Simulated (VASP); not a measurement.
# AlNi (Pm-3m) in VASP: a series of runs

AlNi is run at these levels: r2SCAN; tasks: single point.

Everything below comes from runs of VASP 6.6.1. Logs are shortened: lines on timing, memory, paths and dates and some standing lists are left out, and cuts for length are marked.

### 1 The cell of the first run

The structure is cubic, space group Pm-3m (No. 221). The conventional cell has a = 2.842 Å, b = 2.842 Å, c = 2.842 Å, α = 90.00°, β = 90.00°, γ = 90.00°. Ni (site symmetry m-3m) has 8 Al at 2.46 Å and 6 Ni at 2.84 Å within 3.2 Å. Within 3.2 Å of Al (site symmetry m-3m) lie 8 Ni at 2.46 Å and 6 Al at 2.84 Å.

### 2 Single point, r2SCAN, collinear spin, ferromagnetic start

File POSCAR:

```
AlNi
1.0
    2.8420627945      0.0000000000      0.0000000000
    0.0000000000      2.8420627945      0.0000000000
    0.0000000000      0.0000000000      2.8420627945
Ni Al
1 1
Direct
    0.5000000000      0.5000000000      0.5000000000
    0.0000000000      0.0000000000      0.0000000000
```

File INCAR.step1:

```
PREC     = Accurate       # precision mode
ENCUT    = 520            # plane-wave cutoff, eV
ISMEAR   = -1             # smearing method
SIGMA    = 0.05           # smearing width, eV
LREAL    = False          # projectors in reciprocal space
LASPH    = True           # aspherical terms in the spheres
NELM     = 150            # most SCF steps
ISPIN    = 2              # spin polarisation
MAGMOM   = 1 0            # initial moments
LMAXMIX  = 4              # l up to which the mixer works
NBANDS   = 18             # bands
GGA      = PE             # functional
ALGO     = Normal         # electronic algorithm
EDIFF    = 1E-4           # SCF threshold, eV
LWAVE    = True           # write WAVECAR
LCHARG   = False          # write CHGCAR
```

File INCAR.step2:

```
PREC     = Accurate       # precision mode
ENCUT    = 520            # plane-wave cutoff, eV
EDIFF    = 1E-6           # SCF threshold, eV
ISMEAR   = -1             # smearing method
SIGMA    = 0.05           # smearing width, eV
LREAL    = False          # projectors in reciprocal space
LASPH    = True           # aspherical terms in the spheres
NELM     = 150            # most SCF steps
ALGO     = Normal         # electronic algorithm
ISIF     = 2              # what is computed and relaxed
LWAVE    = False          # write WAVECAR
LCHARG   = False          # write CHGCAR
ISPIN    = 2              # spin polarisation
MAGMOM   = 1 0            # initial moments
LORBIT   = 11             # projections on sites
LMAXMIX  = 4              # l up to which the mixer works
METAGGA  = R2SCAN         # meta-GGA
LMIXTAU  = True         
NBANDS   = 18             # bands
ISTART   = 1
```

File KPOINTS:

```
Automatic mesh
0
Gamma
  9 9 9
```

Potentials or basis: VASP PAW PBE potentials, release 64 (Ni, Al).

Run with:

```
> cat potpaw_PBE.64/Ni/POTCAR potpaw_PBE.64/Al/POTCAR > POTCAR
> cp INCAR.step1 INCAR
> mpirun -np 1 vasp_std > vasp.out
> cp INCAR.step2 INCAR
> mpirun -np 1 vasp_std > vasp.out
```

OUTCAR:

```text
PREC = Accurate
   ENCUT = 520
   EDIFF = 1E-6
   ISMEAR = -1
   LREAL = False
   LASPH = True
   NELM = 150
   ISIF = 2
   ISPIN = 2
   LORBIT = 11
   METAGGA = R2SCAN
   ISTART = 1

 ion  position               nearest neighbor table
   1  0.500  0.500  0.500-   2 2.46   2 2.46   2 2.46   2 2.46   2 2.46   2 2.46   2 2.46   2 2.46

   2  0.000  0.000  0.000-   1 2.46   1 2.46   1 2.46   1 2.46   1 2.46   1 2.46   1 2.46   1 2.46

  LATTYP: Found a simple cubic cell.
 ALAT       =     2.8420627945

  Lattice vectors:

 A1 = (   2.8420627945,   0.0000000000,   0.0000000000)
 A2 = (   0.0000000000,   2.8420627945,   0.0000000000)
 A3 = (   0.0000000000,   0.0000000000,   2.8420627945)

Analysis of symmetry for initial positions (statically):
=====================================================================
 Subroutine PRICEL returns:
 Original cell was already a primitive cell.

 Routine SETGRP: Setting up the symmetry group for a
 simple cubic supercell.

 Subroutine GETGRP returns: Found 48 space group operations
 (whereof 48 operations were pure point group operations)
 out of a pool of 48 trial point group operations.

The static configuration has the point symmetry O_h .

Analysis of symmetry for dynamics (positions and initial velocities):
=====================================================================
 Subroutine PRICEL returns:
 Original cell was already a primitive cell.

 Routine SETGRP: Setting up the symmetry group for a
 simple cubic supercell.

 Subroutine GETGRP returns: Found 48 space group operations
 (whereof 48 operations were pure point group operations)
 out of a pool of 48 trial point group operations.

The dynamic configuration has the point symmetry O_h .

Analysis of structural, dynamic, and magnetic symmetry:
=====================================================================
 Subroutine PRICEL returns:
 Original cell was already a primitive cell.

 Routine SETGRP: Setting up the symmetry group for a
 simple cubic supercell.

 Subroutine GETGRP returns: Found 48 space group operations
 (whereof 48 operations were pure point group operations)
 out of a pool of 48 trial point group operations.

The overall configuration has the point symmetry O_h .

 Subroutine INISYM returns: Found 48 space group operations
 (whereof 48 operations are pure point group operations),
 and found     1 'primitive' translations

----------------------------------------------------------------------------------------

                                     Primitive cell

  volume of cell :      22.9563

  direct lattice vectors                    reciprocal lattice vectors
     2.842062794  0.000000000  0.000000000     0.351857110  0.000000000  0.000000000
     0.000000000  2.842062794  0.000000000     0.000000000  0.351857110  0.000000000
     0.000000000  0.000000000  2.842062794     0.000000000  0.000000000  0.351857110

  length of vectors
     2.842062794  2.842062794  2.842062794     0.351857110  0.351857110  0.351857110

  position of ions in fractional coordinates (direct lattice)
     0.500000000  0.500000000  0.500000000
     0.000000000  0.000000000  0.000000000

  ion indices of the primitive-cell ions
   primitive index   ion index
                 1           1
                 2           2

----------------------------------------------------------------------------------------

 KPOINTS: Automatic mesh

Automatic generation of k-mesh.
 Grid dimensions read from file:
 generate k-points for:    9    9    9

 Generating k-lattice:

  Cartesian coordinates                     Fractional coordinates (reciprocal lattice)
     0.039095234  0.000000000  0.000000000     0.111111111  0.000000000  0.000000000
     0.000000000  0.039095234  0.000000000     0.000000000  0.111111111  0.000000000
     0.000000000  0.000000000  0.039095234     0.000000000  0.000000000  0.111111111

  Length of vectors
     0.039095234  0.039095234  0.039095234

  Shift w.r.t. Gamma in fractional coordinates (k-lattice)
     0.000000000  0.000000000  0.000000000

 Subroutine IBZKPT returns following result:
 ===========================================

 Found     35 irreducible k-points:

 Following reciprocal coordinates:
            Coordinates               Weight
  0.000000  0.000000  0.000000      1.000000
  0.111111  0.000000  0.000000      6.000000
  0.222222  0.000000  0.000000      6.000000
  0.333333  0.000000  0.000000      6.000000
  0.444444  0.000000  0.000000      6.000000
  0.111111  0.111111  0.000000     12.000000
[... 16 lines left out ...]
  0.333333  0.333333  0.111111     24.000000
  0.444444  0.333333  0.111111     48.000000
 [... further k-points ...]
   k-points           NKPTS =     35   k-points in BZ     NKDIM =     35   number of bands    NBANDS=     18
   number of dos      NEDOS =    301   number of ions     NIONS =      2
   total plane-waves  NPLWV =  13824
   dimension x,y,z NGX =    24 NGY =   24 NGZ =   24
   dimension x,y,z NGXF=    48 NGYF=   48 NGZF=   48
   ions per type =               1   1
   NGX,Y,Z   is equivalent  to a cutoff of  14.04, 14.04, 14.04 a.u.
   NGXF,Y,Z  is equivalent  to a cutoff of  28.08, 28.08, 28.08 a.u.
 SYSTEM =  unknown system
   PREC   = accura    normal or accurate (medium, high low for compatibility)
   ISTART =      1    job   : 0-new  1-cont  2-samecut
   ICHARG =      0    charge: 1-file 2-atom 10-const
   ISPIN  =      2    spin polarized calculation?
   LNONCOLLINEAR =      F non collinear calculations
   LSORBIT =      F    spin-orbit coupling
   LASPH  =      T    aspherical Exc in radial PAW
   ENCUT  =  520.0 eV  38.22 Ry    6.18 a.u.   5.28  5.28  5.28*2*pi/ulx,y,z
   NELM   =    150;   NELMIN=  2; NELMDL=  0     # of ELM steps
   EDIFF  = 0.1E-05   stopping-criterion for ELM
   LREAL  =      F    real-space projection
   EDIFFG = 0.1E-04   stopping-criterion for IOM
   NSW    =      0    number of steps for IOM
   IBRION =     -1    ionic relax: 0-MD 1-quasi-New 2-CG
   NFREE  =      0    steps in history (QN), initial steepest desc. (CG)
   ISIF   =      2    stress and relaxation
   ISYM   =      2    0-nonsym 1-usesym 2-fastsym
   POTIM  = 0.5000    time-step for ionic-motion
   TEBEG  =    0.0;   TEEND  =   0.0 temperature during run
   PSTRESS=    0.0 pullay stress
   NELECT =      13.0000    total number of electrons
   NUPDOWN=      -1.0000    fix difference up-down
   EMIN   =  10.00;   EMAX   =-10.00  energy-range for DOS
   EFERMI =   0.00;   METHOD = LEGACY
   ISMEAR =    -1;   SIGMA  =   0.05  broadening in eV -4-tet -1-fermi 0-gaus
   EFERMI_NEDOS =   21; number of points for ismear=-14 and -15
   IALGO  =     38    algorithm
   IMIX   =      4    mixing-type and parameters
     AMIX     =   0.40;   BMIX     =  1.00
     AMIX_MAG =   1.60;   BMIX_MAG =  1.00
  volume/ion in A,a.u.               =      11.48        77.46
  Fermi-wavevector in a.u.,A,eV,Ry     =   1.354427  2.559496 24.959515  1.834473
  Thomas-Fermi vector in A             =   2.481600
   LORBIT       =     11    0 simple, 1 ext, 2 COOP (PROOUT), +10 PAW based schemes
   METAGGA = R2SCAN    functional components
   LHFCALC =     F    Hartree Fock is set to
   AEXX    =    0.0000 exact exchange contribution
   IVDW    =     0    specifies the selected vdW correction
   LEPSILON=     F    determine dielectric tensor
   LRPA    =     F    only Hartree local field effects (RPA)
 spin polarized calculation
  energy-cutoff  :      520.00
  volume of cell :       22.96
 maximum number of plane-waves:       635
 NGX is ok and might be reduce to    24
   NGX = 11   NGY = 11   NGZ = 11

 number of electron      13.0000000 magnetization       0.0000016

 number of electron      13.0000000 magnetization      -0.0000005

 Free energy of the ion-electron system (eV)
  ---------------------------------------------------
  ext. energy  EPLUGINS =         0.00000000
  ---------------------------------------------------
  free energy    TOTEN  =       -20.06277281 eV

  energy without entropy =      -20.05675252  energy(sigma->0) =      -20.05976267

 E-fermi :  10.4713     XC(G=0): -13.2304

 val. band max:       10.4147801680   @ k =   0.3333   0.1111   0.0000
 cond. band min:      10.5342843498   @ k =   0.3333   0.1111   0.1111
 fundamental gap:      0.1195041818
 Fermi energy:        10.4713117286

 spin component 1

 k-point     1 :       0.0000    0.0000    0.0000
  band No.  band energies     occupation
      1      -1.5906      1.00000
      2       6.8748      1.00000
      3       6.8748      1.00000
      4       8.7295      1.00000
      5       8.7295      1.00000
      6       8.7295      1.00000
[... 10 lines left out ...]
     17      35.3913      0.00000
     18      35.3913      0.00000
[... 463 lines left out ...]
 k-point    24 :       0.4444    0.3333    0.1111
  band No.  band energies     occupation
      1       3.9398      1.00000
      2       5.5840      1.00000
      3       7.1113      1.00000
      4       7.7051      1.00000
      5       8.3152      1.00000
      6       8.4666      1.00000
[... 10 lines left out ...]
     17      34.8812      0.00000
     18      39.0138      0.00000

 [... further k-points ...]

 spin component 2

 k-point     1 :       0.0000    0.0000    0.0000
  band No.  band energies     occupation
      1      -1.5906      1.00000
      2       6.8748      1.00000
      3       6.8748      1.00000
      4       8.7295      1.00000
      5       8.7295      1.00000
      6       8.7295      1.00000
[... 10 lines left out ...]
     17      35.3913      0.00000
     18      35.3913      0.00000
[... 463 lines left out ...]
 k-point    24 :       0.4444    0.3333    0.1111
  band No.  band energies     occupation
      1       3.9398      1.00000
      2       5.5840      1.00000
      3       7.1113      1.00000
      4       7.7051      1.00000
      5       8.3152      1.00000
      6       8.4666      1.00000
[... 10 lines left out ...]
     17      34.8812      0.00000
     18      39.0138      0.00000

 [... further k-points ...]
[... 5 lines left out ...]
  --------------------------------------------------------------------------------------
  -------------------------------------------------------------------------------------
  Total        0.5488053      0.5488053      0.5488053      0.0000000     -0.0000000      0.0000000
  in kB       38.3025691     38.3025691     38.3025691      0.0000000     -0.0000000      0.0000000
  external PRESSURE =      38.3025691 kB  Pullay stress =       0.0000000 kB

 VOLUME and BASIS-vectors are now :
 -----------------------------------------------------------------------------
  energy-cutoff  :      520.00
  volume of cell :       22.96
      direct lattice vectors                 reciprocal lattice vectors
     2.842062794  0.000000000  0.000000000     0.351857110  0.000000000  0.000000000
     0.000000000  2.842062794  0.000000000     0.000000000  0.351857110  0.000000000
     0.000000000  0.000000000  2.842062794     0.000000000  0.000000000  0.351857110

 POSITION                                       TOTAL-FORCE (eV/Angst)
 -----------------------------------------------------------------------------------
      1.42103      1.42103      1.42103         0.000000      0.000000      0.000000
      0.00000      0.00000      0.00000         0.000000      0.000000      0.000000
 -----------------------------------------------------------------------------------
    total drift:                                0.000000      0.000000     -0.000000

  FREE ENERGIE OF THE ION-ELECTRON SYSTEM (eV)
  ---------------------------------------------------
  free  energy   TOTEN  =       -20.0627728081 eV

  energy  without entropy=      -20.0567525239  energy(sigma->0) =      -20.05976267

 total charge

# of ion       s       p       d       tot
------------------------------------------
    1        0.505   0.580   8.501   9.586
    2        0.386   0.444   0.000   0.830
--------------------------------------------------
tot          0.890   1.024   8.501  10.416

 magnetization (x)

# of ion       s       p       d       tot
------------------------------------------
    1        0.000   0.000   0.000   0.000
    2       -0.000  -0.000   0.000  -0.000
--------------------------------------------------
tot          0.000  -0.000   0.000   0.000
```

It took 59 s on 1 thread of Intel Xeon 6975P-C, shared host; peak memory 0.17 GiB.

What came out:

```yaml
Free_energy: -20.0628 eV
Pressure: 3.8 GPa
Net_moment: 0.00 μB per cell
Valence_electrons_inside_the_program's_atomic_spheres: Ni 9.59; Al 0.83
```

Caveat: the PAW data sets were made with another functional, which shifts forces and pressure a little.

### 3 Single point, r2SCAN, collinear spin, ferromagnetic start

This run uses another cell than the first one, of 11.72 Å³/atom, 1.021 times its volume.

File POSCAR:

```
AlNi
1.0
    2.8616638469      0.0000000000      0.0000000000
    0.0000000000      2.8616638469      0.0000000000
    0.0000000000      0.0000000000      2.8616638469
Ni Al
1 1
Direct
    0.5000000000      0.5000000000      0.5000000000
    0.0000000000      0.0000000000      0.0000000000
```

File INCAR.step1:

```
SYSTEM = AlNi
ALGO = Normal ; EDIFF = 1E-4
ENCUT = 520 ; GGA = PE
ISMEAR = -1 ; ISPIN = 2
LASPH = .True. ; LCHARG = .False.
LMAXMIX = 4 ; LREAL = .False.
LWAVE = .True. ; MAGMOM = 1 0
NBANDS = 18 ; NELM = 150
PREC = Accurate ; SIGMA = 0.05
```

File INCAR.step2:

```
SYSTEM = AlNi
ALGO = Normal ; EDIFF = 1E-6
ENCUT = 520 ; ISIF = 2
ISMEAR = -1 ; ISPIN = 2
ISTART = 1 ; LASPH = .True.
LCHARG = .True. ; LELF = .True.
LMAXMIX = 4 ; LMIXTAU = .True.
LORBIT = 11 ; LREAL = .False.
LVHAR = .True. ; LWAVE = .False.
MAGMOM = 1 0 ; METAGGA = R2SCAN
NBANDS = 18 ; NELM = 150
PREC = Accurate ; SIGMA = 0.05
```

File KPOINTS:

```
k-points
0
Gamma
  9 9 9
  0 0 0
```

Potentials or basis: VASP PAW PBE potentials, release 64 (Ni, Al).

Run with:

```
> cat potpaw_PBE.64/Ni/POTCAR potpaw_PBE.64/Al/POTCAR > POTCAR
> cp INCAR.step1 INCAR
> mpirun -np 1 vasp_std > vasp.out
> cp INCAR.step2 INCAR
> mpirun -np 1 vasp_std > vasp.out
```

Wall time 54 s (1 thread of Intel Xeon 6975P-C, shared host); peak memory 0.17 GiB.

The run converged. Its results:

| Quantity | Value |
| --- | --- |
| Free energy | -20.0683 eV |
| Pressure | 0.0 GPa |
| Net moment | 0.00 μB per cell |
| Valence electrons inside the program's atomic spheres | Ni 9.55; Al 0.82 |

Levels at points of the mesh, in eV from the Fermi level:
Spin up:
```tsv
k point	band 2	band 3	band 4	band 5	band 6	band 7	band 8	band 9	band 10	band 11
(0.00, 0.00, 0.00)	-3.48	-3.48	-1.69	-1.69	-1.69	5.96	5.96	5.96	8.43	8.43
```
Spin down:
```tsv
k point	band 2	band 3	band 4	band 5	band 6	band 7	band 8	band 9	band 10	band 11
(0.00, 0.00, 0.00)	-3.48	-3.48	-1.69	-1.69	-1.69	5.96	5.96	5.96	8.43	8.43
```

Caveat: the PAW data sets were made with another functional, which shifts forces and pressure a little.

[end of part 1 of 2]
